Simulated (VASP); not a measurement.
# GaN (k3) (P6_3/mmc) in VASP: notebook

The runs below take GaN (k3) through single point, relaxation of cell and atoms, with PBEsol.

All numbers are computed with VASP 6.6.1; they aren't measurements. Logs are shortened: lines on timing, memory, paths and dates and some standing lists are left out, and cuts for length are marked.

## (1) The cell of the first run

The structure is hexagonal, space group P6_3/mmc (No. 194). Conventional cell: a = 3.307 Å, b = 3.307 Å, c = 4.719 Å, α = 90.00°, β = 90.00°, γ = 120.00°. Within 2.5 Å of Ga (site symmetry -6m2) lie 5 N at 1.91 to 2.36 Å. Within 2.5 Å of N (site symmetry -6m2) lie 5 Ga at 1.91 to 2.36 Å.

## (2) Single point, PBEsol

Input file INCAR:

```
PREC = Accurate
ENCUT = 600
EDIFF = 1E-6
ISMEAR = 0
SIGMA = 0.02
LREAL = F
LASPH = T
NELM = 120
ALGO = Normal
ISIF = 2
LWAVE = F
LCHARG = F
GGA = PS
NBANDS = 26
GGA_COMPAT = F
```

Input file KPOINTS:

```
Automatic mesh
0
Gamma
  6 6 4
```

Input file POSCAR:

```
GaN
1.0
    3.3072743971      0.0000000000      0.0000000000
   -1.6536371986      2.8641836452      0.0000000000
    0.0000000000      0.0000000000      4.7193691245
Ga N
2 2
Direct
    0.3333333333      0.6666666667      0.0000000000
    0.6666666667      0.3333333333      0.5000000000
    0.3333333333      0.6666666667      0.5000000000
    0.6666666667      0.3333333333      1.0000000000
```

Potentials or basis: VASP PAW PBE potentials, release 64 (Ga_d, N).

Launch:

```bash
$ cat potpaw_PBE.64/Ga_d/POTCAR potpaw_PBE.64/N/POTCAR > POTCAR
$ mpirun -np 1 vasp_std > vasp.out
```

OUTCAR:

```text
PREC = Accurate
   ENCUT = 600
   EDIFF = 1E-6
   ISMEAR = 0
   LREAL = F
   LASPH = T
   NELM = 120
   ISIF = 2
   GGA = PS

 ion  position               nearest neighbor table
   1  0.333  0.667  0.000-   4 1.91   4 1.91   4 1.91
   2  0.667  0.333  0.500-   3 1.91   3 1.91   3 1.91
   3  0.333  0.667  0.500-   2 1.91   2 1.91   2 1.91
   4  0.667  0.333  0.000-   1 1.91   1 1.91   1 1.91

  LATTYP: Found a hexagonal cell.
 ALAT       =     3.3072743971
 C/A-ratio  =     1.4269663045

  Lattice vectors:

 A1 = (   3.3072743971,   0.0000000000,   0.0000000000)
 A2 = (  -1.6536371986,   2.8641836452,   0.0000000000)
 A3 = (   0.0000000000,   0.0000000000,   4.7193691245)

Analysis of symmetry for initial positions (statically):
=====================================================================
 Subroutine PRICEL returns:
 Original cell was already a primitive cell.

 Routine SETGRP: Setting up the symmetry group for a
 hexagonal supercell.

 Subroutine GETGRP returns: Found 24 space group operations
 (whereof 12 operations were pure point group operations)
 out of a pool of 24 trial point group operations.

The static configuration has the point symmetry D_3h.
 The point group associated with its full space group is D_6h.

Analysis of symmetry for dynamics (positions and initial velocities):
=====================================================================
 Subroutine PRICEL returns:
 Original cell was already a primitive cell.

 Routine SETGRP: Setting up the symmetry group for a
 hexagonal supercell.

 Subroutine GETGRP returns: Found 24 space group operations
 (whereof 12 operations were pure point group operations)
 out of a pool of 24 trial point group operations.

The dynamic configuration has the point symmetry D_3h.
 The point group associated with its full space group is D_6h.

 Subroutine INISYM returns: Found 24 space group operations
 (whereof 12 operations are pure point group operations),
 and found     1 'primitive' translations

----------------------------------------------------------------------------------------

                                     Primitive cell

  volume of cell :      44.7049

  direct lattice vectors                    reciprocal lattice vectors
     3.307274397  0.000000000  0.000000000     0.302363784  0.174569812  0.000000000
    -1.653637199  2.864183645  0.000000000     0.000000000  0.349139624  0.000000000
     0.000000000  0.000000000  4.719369125     0.000000000  0.000000000  0.211892728

  length of vectors
     3.307274397  3.307274397  4.719369125     0.349139624  0.349139624  0.211892728

  position of ions in fractional coordinates (direct lattice)
     0.333333333  0.666666667  0.000000000
     0.666666667  0.333333333  0.500000000
     0.333333333  0.666666667  0.500000000
     0.666666667  0.333333333  0.000000000

  ion indices of the primitive-cell ions
   primitive index   ion index
                 1           1
                 2           2
                 3           3
                 4           4

----------------------------------------------------------------------------------------

 KPOINTS: Automatic mesh

Automatic generation of k-mesh.
 Grid dimensions read from file:
 generate k-points for:    6    6    4

 Generating k-lattice:

  Cartesian coordinates                     Fractional coordinates (reciprocal lattice)
     0.050393964  0.029094969  0.000000000     0.166666667  0.000000000  0.000000000
     0.000000000  0.058189937  0.000000000     0.000000000  0.166666667  0.000000000
     0.000000000  0.000000000  0.052973182     0.000000000  0.000000000  0.250000000

  Length of vectors
     0.058189937  0.058189937  0.052973182

  Shift w.r.t. Gamma in fractional coordinates (k-lattice)
     0.000000000  0.000000000  0.000000000

 Subroutine IBZKPT returns following result:
 ===========================================

 Found     21 irreducible k-points:

 Following reciprocal coordinates:
            Coordinates               Weight
  0.000000  0.000000  0.000000      1.000000
  0.166667  0.000000  0.000000      6.000000
  0.333333  0.000000  0.000000      6.000000
  0.500000  0.000000  0.000000      3.000000
  0.166667  0.166667  0.000000      6.000000
  0.333333  0.166667  0.000000     12.000000
[... 13 lines left out ...]
  0.333333  0.166667  0.500000     12.000000
  0.333333  0.333333  0.500000      2.000000
   k-points           NKPTS =     21   k-points in BZ     NKDIM =     21   number of bands    NBANDS=     26
   number of dos      NEDOS =    301   number of ions     NIONS =      4
   total plane-waves  NPLWV =  31360
   dimension x,y,z NGX =    28 NGY =   28 NGZ =   40
   dimension x,y,z NGXF=    56 NGYF=   56 NGZF=   80
   ions per type =               2   2
   NGX,Y,Z   is equivalent  to a cutoff of  14.07, 14.07, 14.09 a.u.
   NGXF,Y,Z  is equivalent  to a cutoff of  28.15, 28.15, 28.18 a.u.
 SYSTEM =  unknown system
   PREC   = accura    normal or accurate (medium, high low for compatibility)
   ISTART =      0    job   : 0-new  1-cont  2-samecut
   ICHARG =      2    charge: 1-file 2-atom 10-const
   ISPIN  =      1    spin polarized calculation?
   LNONCOLLINEAR =      F non collinear calculations
   LSORBIT =      F    spin-orbit coupling
   LASPH  =      T    aspherical Exc in radial PAW
   ENCUT  =  600.0 eV  44.10 Ry    6.64 a.u.   6.61  6.61  9.43*2*pi/ulx,y,z
   NELM   =    120;   NELMIN=  2; NELMDL= -5     # of ELM steps
   EDIFF  = 0.1E-05   stopping-criterion for ELM
   LREAL  =      F    real-space projection
[... 7 lines left out ...]
   TEBEG  =    0.0;   TEEND  =   0.0 temperature during run
   PSTRESS=    0.0 pullay stress
   NELECT =      36.0000    total number of electrons
   NUPDOWN=      -1.0000    fix difference up-down
   EMIN   =  10.00;   EMAX   =-10.00  energy-range for DOS
   EFERMI =   0.00;   METHOD = LEGACY
   ISMEAR =     0;   SIGMA  =   0.02  broadening in eV -4-tet -1-fermi 0-gaus
   EFERMI_NEDOS =   21; number of points for ismear=-14 and -15
   IALGO  =     38    algorithm
   IMIX   =      4    mixing-type and parameters
     AMIX     =   0.40;   BMIX     =  1.00
     AMIX_MAG =   1.60;   BMIX_MAG =  1.00
  volume/ion in A,a.u.               =      11.18        75.42
  Fermi-wavevector in a.u.,A,eV,Ry     =   1.523084  2.878212 31.562608  2.319786
  Thomas-Fermi vector in A             =   2.631576
   LORBIT       =      0    0 simple, 1 ext, 2 COOP (PROOUT), +10 PAW based schemes
   GGA     = PS    functional components
   LHFCALC =     F    Hartree Fock is set to
   AEXX    =    0.0000 exact exchange contribution
   IVDW    =     0    specifies the selected vdW correction
   LEPSILON=     F    determine dielectric tensor
   LRPA    =     F    only Hartree local field effects (RPA)
 non-spin polarized calculation
 Gauss-broadening in eV      SIGMA  =   0.02
  energy-cutoff  :      600.00
  volume of cell :       44.70
 maximum number of plane-waves:      1519
 NGX is ok and might be reduce to    28
   NGX = 13   NGY = 13   NGZ = 19

 number of electron      35.9999999 magnetization

 Free energy of the ion-electron system (eV)
  ---------------------------------------------------
  ext. energy  EPLUGINS =         0.00000000
  ---------------------------------------------------
  free energy    TOTEN  =       -25.33262419 eV

  energy without entropy =      -25.33262419  energy(sigma->0) =      -25.33262419

 E-fermi :   6.2087     XC(G=0): -12.0485

 val. band max:        6.0408511882   @ k =   0.0000   0.0000   0.0000
 cond. band min:       7.4665952910   @ k =   0.0000   0.0000   0.0000
 fundamental gap:      1.4257441028
 Fermi energy:         6.2086525243

 k-point     1 :       0.0000    0.0000    0.0000
  band No.  band energies     occupation
      1     -10.7016      2.00000
      2      -9.7099      2.00000
      3      -8.1114      2.00000
      4      -8.1114      2.00000
      5      -8.1025      2.00000
      6      -8.1025      2.00000
[... 18 lines left out ...]
     25      16.3025      0.00000
     26      18.6478      0.00000

 k-point     2 :       0.1667    0.0000    0.0000
  band No.  band energies     occupation
      1     -10.4325      2.00000
      2      -9.6246      2.00000
      3      -8.1025      2.00000
      4      -8.0662      2.00000
      5      -8.0509      2.00000
      6      -8.0421      2.00000
[... 18 lines left out ...]
     25      16.7895      0.00000
     26      17.2049      0.00000

 k-point     3 :       0.3333    0.0000    0.0000
  band No.  band energies     occupation
      1      -9.8941      2.00000
      2      -9.4950      2.00000
      3      -8.0244      2.00000
      4      -8.0051      2.00000
      5      -7.9707      2.00000
      6      -7.9327      2.00000
[... 18 lines left out ...]
     25      17.8507      0.00000
     26      18.2991      0.00000

 k-point     4 :       0.5000    0.0000    0.0000
  band No.  band energies     occupation
      1      -9.6543      2.00000
      2      -9.4594      2.00000
      3      -8.0380      2.00000
      4      -7.9840      2.00000
      5      -7.9737      2.00000
      6      -7.8868      2.00000
[... 18 lines left out ...]
     25      17.8670      0.00000
     26      18.9590      0.00000
[... 409 lines left out ...]
      1      -9.5742      2.00000
      2      -9.5742      2.00000
      3      -8.0705      2.00000
      4      -8.0705      2.00000
      5      -8.0090      2.00000
      6      -8.0090      2.00000
[... 18 lines left out ...]
     25      16.9230      0.00000
     26      16.9230      0.00000

 k-point    20 :       0.3333    0.1667    0.5000
  band No.  band energies     occupation
      1      -9.3809      2.00000
      2      -9.3809      2.00000
      3      -8.0843      2.00000
      4      -8.0843      2.00000
      5      -7.9379      2.00000
      6      -7.9379      2.00000
[... 18 lines left out ...]
     25      17.7712      0.00000
     26      17.7712      0.00000

 k-point    21 :       0.3333    0.3333    0.5000
  band No.  band energies     occupation
      1      -9.3204      2.00000
      2      -9.3204      2.00000
      3      -8.0971      2.00000
      4      -8.0971      2.00000
      5      -7.9060      2.00000
      6      -7.9060      2.00000
[... 18 lines left out ...]
     25      17.9836      0.00000
     26      17.9836      0.00000

------------------------ aborting loop because EDIFF is reached ----------------------------------------

  FORCE on cell =-STRESS in cart. coord.  units (eV):
  Direction    XX          YY          ZZ          XY          YZ          ZX
  --------------------------------------------------------------------------------------
  -------------------------------------------------------------------------------------
  Total       -0.1598885     -0.1598885      0.0612454      0.0000000     -0.0000000      0.0000000
  in kB       -5.7302388     -5.7302388      2.1949711      0.0000000     -0.0000000      0.0000000
  external PRESSURE =      -3.0885022 kB  Pullay stress =       0.0000000 kB

 VOLUME and BASIS-vectors are now :
 -----------------------------------------------------------------------------
  energy-cutoff  :      600.00
  volume of cell :       44.70
      direct lattice vectors                 reciprocal lattice vectors
     3.307274397  0.000000000  0.000000000     0.302363784  0.174569812  0.000000000
    -1.653637199  2.864183645  0.000000000     0.000000000  0.349139624  0.000000000
     0.000000000  0.000000000  4.719369125     0.000000000  0.000000000  0.211892728

 POSITION                                       TOTAL-FORCE (eV/Angst)
 -----------------------------------------------------------------------------------
     -0.00000      1.90946      0.00000         0.000000     -0.000000      0.000000
      1.65364      0.95473      2.35968        -0.000000      0.000000      0.000000
     -0.00000      1.90946      2.35968         0.000000      0.000000      0.000000
      1.65364      0.95473      0.00000        -0.000000      0.000000      0.000000
 -----------------------------------------------------------------------------------
    total drift:                               -0.000000      0.000000     -0.000000

  FREE ENERGIE OF THE ION-ELECTRON SYSTEM (eV)
  ---------------------------------------------------
  free  energy   TOTEN  =       -25.3326241903 eV

  energy  without entropy=      -25.3326241903  energy(sigma->0) =      -25.33262419
```

Run time: 71 s. Hardware: 1 thread of Intel Xeon 8259CL, shared host; peak memory 0.18 GiB.

What came out:

```yaml
Free_energy: -25.3326 eV
Pressure: -0.3 GPa
Band_gap_on_the_k_mesh: 1.43 eV, direct
```

Stress tensor (GPa, compression positive):
```
-0.57  0.00  0.00
 0.00 -0.57  0.00
 0.00  0.00  0.22
```

Levels at points of the mesh, in eV from the valence-band top:
| k point | band 14 | band 15 | band 16 | band 17 | band 18 | band 19 | band 20 | band 21 | band 22 | band 23 |
| --- | --- | --- | --- | --- | --- | --- | --- | --- | --- | --- |
| (0.00, 0.00, 0.00) | -2.17 | -2.17 | -0.93 | -0.93 | 0.00 | 1.43 | 1.93 | 8.13 | 8.13 | 9.61 |
| (0.50, 0.00, 0.00) | -5.98 | -4.09 | -4.08 | -2.15 | -2.02 | 3.13 | 4.99 | 6.58 | 8.01 | 9.79 |
| (0.00, 0.00, 0.50) | -3.45 | -1.54 | -1.54 | -1.54 | -1.54 | 3.54 | 3.54 | 7.81 | 7.81 | 8.55 |
| (0.50, 0.00, 0.50) | -7.55 | -3.18 | -3.18 | -1.18 | -1.18 | 4.24 | 4.24 | 6.25 | 6.25 | 9.13 |

Caveat: the PAW data sets were made with another functional, which shifts forces and pressure a little.

## (3) Relaxation of cell and atoms, PBEsol

This run uses another cell than the first one, of 11.21 Å³/atom, 1.003 times its volume.

Input file INCAR:

```
SYSTEM = GaN
ALGO = Normal
EDIFF = 1E-7
EDIFFG = -0.002
ENCUT = 600
GGA = PS
GGA_COMPAT = .FALSE.
IBRION = 2
ISIF = 3
ISMEAR = 0
LASPH = .TRUE.
LCHARG = .FALSE.
LREAL = .FALSE.
LWAVE = .FALSE.
NELM = 120
NELMIN = 4
NSW = 100
PREC = Accurate
SIGMA = 0.02
```

Input file KPOINTS:

```
k-points
0
G
  6 6 4
  0 0 0
```

Input file POSCAR:

```
GaN
1.0
    3.3025986706      0.0000000000      0.0000000000
   -1.6512993353      2.8601343473      0.0000000000
    0.0000000000      0.0000000000      4.7450751625
Ga N
2 2
Direct
    0.3333333333      0.6666666667      0.0000000000
    0.6666666667      0.3333333333      0.5000000000
    0.3333333333      0.6666666667      0.5000000000
    0.6666666667      0.3333333333      1.0000000000
```

Potentials or basis: VASP PAW PBE potentials, release 64 (Ga_d, N).

Launch:

```bash
$ cat potpaw_PBE.64/Ga_d/POTCAR potpaw_PBE.64/N/POTCAR > POTCAR
$ mpirun -np 1 vasp_std > vasp.out
```

Wall time 3.5 min (1 thread of Intel Xeon 8259CL, shared host); peak memory 0.19 GiB.

Results (log left out):

```yaml
Free_energy: -25.3333 eV
Relaxed_volume: 11.19 Å³/atom
Relaxed_cell: a = 3.301 Å, b = 3.301 Å, c = 4.741 Å, α = 90.00°, β = 90.00°, γ = 120.00°
Space_group_after_relaxing_to_0.05_Å: P6_3/mmc (No. 194)
Energy_gained_by_relaxing: 0.0 meV/atom
Ionic_steps: 8
Pressure_after_relaxing: 0.0 GPa
Band_gap_on_the_k_mesh: 1.43 eV, direct
```

Final structure:
```cif
data_structure
_symmetry_space_group_name_H-M 'P 1'
_symmetry_Int_Tables_number 1
_cell_length_a 3.3011
_cell_length_b 3.3011
_cell_length_c 4.7415
_cell_angle_alpha 90.000
_cell_angle_beta 90.000
_cell_angle_gamma 120.000
_cell_volume 44.75
loop_
_atom_site_label
_atom_site_type_symbol
_atom_site_fract_x
_atom_site_fract_y
_atom_site_fract_z
_atom_site_occupancy
Ga1 Ga 0.33333 0.66667 0.00000 1
Ga2 Ga 0.66667 0.33333 0.50000 1
N1 N 0.33333 0.66667 0.50000 1
N2 N 0.66667 0.33333 0.00000 1
```

Levels at points of the mesh, in eV from the valence-band top:
```csv
k point,band 15,band 16,band 17,band 18,band 19,band 20,band 21,band 22
"(0.00, 0.00, 0.00)",-2.14,-0.94,-0.94,0.00,1.43,1.98,8.18,8.18
"(0.50, 0.00, 0.00)",-4.08,-4.06,-2.18,-2.00,3.17,4.99,6.52,8.02
"(0.00, 0.00, 0.50)",-1.53,-1.53,-1.53,-1.53,3.53,3.53,7.79,7.79
"(0.50, 0.00, 0.50)",-3.19,-3.19,-1.20,-1.20,4.23,4.23,6.21,6.21
```

Caveat: the PAW data sets were made with another functional, which shifts forces and pressure a little. A hybrid or GW would open this gap; PBEsol tends to underestimate it.
